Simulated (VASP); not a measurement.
A run of VASP 6.6.1 is set up as follows.

INCAR

```
ALGO = Normal
EDIFF = 1E-7
EDIFFG = -0.005
ENCUT = 600
GGA = PE
IBRION = 2
ISIF = 3
ISMEAR = -1
LASPH = True
LCHARG = False
LREAL = False
LWAVE = False
NELM = 60
NSW = 60
PREC = Accurate
PSTRESS = 650.0
SIGMA = 0.05
```

Contents of KPOINTS:

```
k-points
0
Gamma
  15 15 14
```

The input POSCAR:

```
La
1.0
    2.8339693858      0.0000000000      0.0000000000
   -1.4169846929      2.4542894817      0.0000000000
    0.0000000000      0.0000000000      2.6639312227
La
1
Direct
    0.0000000000      0.0000000000      0.0000000000
```

Potentials or basis: VASP PAW PBE potentials, release 64 (La).

The run is started by

```console
$ cat potpaw_PBE.64/La/POTCAR > POTCAR
$ mpirun -np 1 vasp_std > vasp.out
```

Problem. What does it give for the space group after relaxing (to 0.05 Å)?

Solution. P6/mmm (No. 191).

Problem. Estimate the relaxed cell.

Solution. a = 2.840 Å, b = 2.840 Å, c = 2.655 Å, α = 90.00°, β = 90.00°, γ = 120.00°.

Step by step:
```csv
step,energy change (eV),largest force (eV/Å),pressure (GPa),volume (Å³)
1,0.0000,0.0000,64.95,18.53
2,0.0063,0.0000,65.58,18.51
3,0.0033,0.0000,65.31,18.52
4,-0.0313,0.0000,64.08,18.61
5,-0.0053,0.0000,65.01,18.54
```

Caveat: the cell is relaxed towards a set pressure, so the enthalpy falls and the energy may rise.
